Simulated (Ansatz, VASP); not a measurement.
## CeO2 in VASP and in Ansatz

```
Ce O
1.0
     0.00000    2.70486    2.70486
     2.70486    0.00000    2.70486
     2.70486    2.70486    0.00000
Ce O
1 2
Direct
  0.00000 0.00000 0.00000
  0.25000 0.25000 0.25000
  0.75000 0.75000 0.75000
```

Alike in both runs: task single point; functional PBE-based screened hybrid; k mesh 4 × 4 × 4; occupations gaussian, width 0.05 eV; no spin polarisation.

|  | VASP | Ansatz |
| --- | --- | --- |
| version | VASP 6.6.1 | Ansatz 0.2.0 |
| potentials or method | VASP PAW PBE potentials, release 64 (Ce, O), cutoff 520 eV | scalar-relativistic, plane waves, PAW |
| valence electrons in the cell | 24 | 24 |

```csv
,VASP,Ansatz,Ansatz less VASP
gap on the k mesh at the Fermi level (eV),3.93,3.97,+0.043
least direct gap on the mesh (eV),4.12,4.16,+0.044
pressure (GPa),-3.0,-3.0,-0.01
```

VASP's potentials were made for PBE, not for PBE-based screened hybrid. Ansatz's warnings: stress exchange threshold loose, stress scf threshold loose.

The k mesh is coarse, so the values compare programs but aren't converged. Spin-orbit coupling is off throughout.
